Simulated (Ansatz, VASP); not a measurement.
# One calculation of MnI3, two programs

INCAR

```
ALGO = Normal
EDIFF = 1E-6
ENCUT = 520
GGA = PE
ISIF = 2
ISMEAR = 0
ISPIN = 2
LASPH = T
LCHARG = F
LDAU = T
LDAUJ = 0 0
LDAUL = 2 -1
LDAUPRINT = 1
LDAUTYPE = 2
LDAUU = 5 0
LMAXMIX = 4
LORBIT = 11
LREAL = F
LWAVE = F
MAGMOM = 5.04 0 0 0
NBANDS = 29
NELM = 150
PREC = Accurate
SIGMA = 0.05
```

Contents of KPOINTS:

```
k-points
0
Gamma
  6 6 6
```

POSCAR

```
MnI3
1.0
    5.7493017988      0.0000000000      0.0000000000
    0.0000000000      5.7493017988      0.0000000000
    0.0000000000      0.0000000000      5.7493017988
Mn I
1 3
Direct
    0.0000000000      0.0000000000      0.0000000000
    0.5000000000      0.0000000000      0.0000000000
    0.0000000000      0.0000000000      0.5000000000
    0.0000000000      0.5000000000      0.0000000000
```

Input for Ansatz:

```yaml
crystal:
  lattice:
    - [5.7493017988, 0.0, 0.0]
    - [0.0, 5.7493017988, 0.0]
    - [0.0, 0.0, 5.7493017988]
  atoms:
    - { symbol: Mn, position: [0.0, 0.0, 0.0], spin: 5.04 }
    - { symbol: I, position: [0.5, 0.0, 0.0] }
    - { symbol: I, position: [0.0, 0.0, 0.5] }
    - { symbol: I, position: [0.0, 0.5, 0.0] }
basis:
  ecutwfc: 420
  ecutrho_ratio: 4
kpoints:
  mp_grid: { grid: [6, 6, 6] }
hamiltonian:
  xc: pbe
  hubbard: { sites: [{ species: Mn, l: d, u_eff: 5.0 }] }
scf:
  occupations: { method: gaussian, width: 0.05 }
  lower_state_search: "off"
output:
  forces: true
  stress: true
  eigenvalues: true
  populations: true
  hubbard: { sites: [{ species: Mn, l: d }] }
  dos: { projected: true, de: 0.02 }
magnetization:
  spin_polarized: true
checkpoint:
  read: start.run
  write: ck
  compress: false
  write_wavefunctions: false
  write_every: 100000
```

Alike in both runs: task single point; functional PBE; k mesh 6 × 6 × 6; occupations gaussian, width 0.05 eV; collinear spin; Hubbard terms Mn d U = 5.0 eV.

```csv
,VASP,Ansatz
version,VASP 6.6.1,Ansatz 0.2.0
potentials or method,"VASP PAW PBE potentials, release 64 (Mn_pv, I), cutoff 520 eV","scalar-relativistic, plane waves, PAW"
valence electrons in the cell,34,66
```

Ansatz gave:

```
gap on the k mesh at the Fermi level (eV)                     : none
pressure (GPa)                                                : 0.4
net moment per atom (μB)                                      : 1.06
size of the moment on the site where the two differ most (μB) : 4.63
```

Question: Which values does VASP return?

Answer: gap on the k mesh at the Fermi level (eV): none; pressure (GPa): 0.2; net moment per atom (μB): 1.06; size of the moment on the site where the two differ most (μB): 4.60.

Site moments also hang on the region over which each program counts them. The programs project onto different local orbitals, so the same U acts differently, and such runs can settle in different states. A gap of «none» marks a metal or a gap that the smearing closes. VASP's potentials hold 34 valence electrons a cell and Ansatz's 66, so a difference there can come from the potentials and not from the codes. Ansatz's warnings: filled band counts differ across k points.

Neither program's run includes spin-orbit coupling.
